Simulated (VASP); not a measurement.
Write the native input for VASP 6.6.1 that does the following.

- Task: single point
- Functional: LDA
- Potentials or basis: VASP PAW LDA potentials, release 64 (Mn_pv, O)
- Cutoff: 520 eV
- k mesh: 4 × 4 × 7
- Occupations: gaussian, width 0.05 eV
- Spin: collinear spin, antiferromagnetic start
- Starting moments: [2.53, -2.53, 0.0, 0.0, 0.0, 0.0] μB
- Hubbard terms: Mn d U = 4.0 eV
- Dipole correction: no
- Further INCAR settings: ALGO = Normal; EDIFF = 1e-06; NBANDS = 38

The structure of MnO2 lies in POSCAR:

```
MnO2
1.0
    4.3959987700      0.0000000000      0.0000000000
    0.0000000000      4.3959987700      0.0000000000
    0.0000000000      0.0000000000      2.8709991900
Mn O
2 4
Direct
    0.0000000000      0.0000000000      0.0000000000
    0.5000000000      0.5000000000      0.5000000000
    0.3020000000      0.3020000000      0.0000000000
    0.1980000000      0.8020000000      0.5000000000
    0.6980000000      0.6980000000      0.0000000000
    0.8020000000      0.1980000000      0.5000000000
```

One way to write it, as run:

INCAR

```
PREC = Accurate ; ENCUT = 520
EDIFF = 1E-6 ; ISMEAR = 0
SIGMA = 0.05 ; LREAL = False
LASPH = True ; NELM = 150
ALGO = Normal ; ISIF = 2
LWAVE = False ; LCHARG = False
ISPIN = 2 ; MAGMOM = 2.53 -2.53 0 0 0 0
LORBIT = 11 ; LMAXMIX = 4
LDAU = True ; LDAUTYPE = 2
LDAUL = 2 -1 ; LDAUU = 4 0
LDAUJ = 0 0 ; LDAUPRINT = 1
GGA = CA ; NBANDS = 38
```

KPOINTS

```
Automatic mesh
0
Gamma
  4 4 7
```

Potentials or basis: VASP PAW LDA potentials, release 64 (Mn_pv, O).

Command:

```bash
$ cat potpaw_LDA.64/Mn_pv/POTCAR potpaw_LDA.64/O/POTCAR > POTCAR
$ mpirun -np 1 vasp_std > vasp.out
```

It gave:

| Item | Value |
| --- | --- |
| Pressure | -7.1 GPa |
| Largest force | 0.517 eV/Å |
| Band gap on the k mesh | 0.24 eV |
| Net moment | 0.00 μB per cell |
| Site moments | Mn +2.87, -2.87; O -0.01, +0.01 (each value once) μB |
| Valence electrons inside the program's atomic spheres | Mn 11.71; O 5.01 |

Caveat: the cell stands under tension; semilocal functionals underestimate gaps, and a narrow one can read as zero.

It took 3.8 min on 1 thread of AMD EPYC 7R13, on a shared host, peak memory 0.18 GiB.
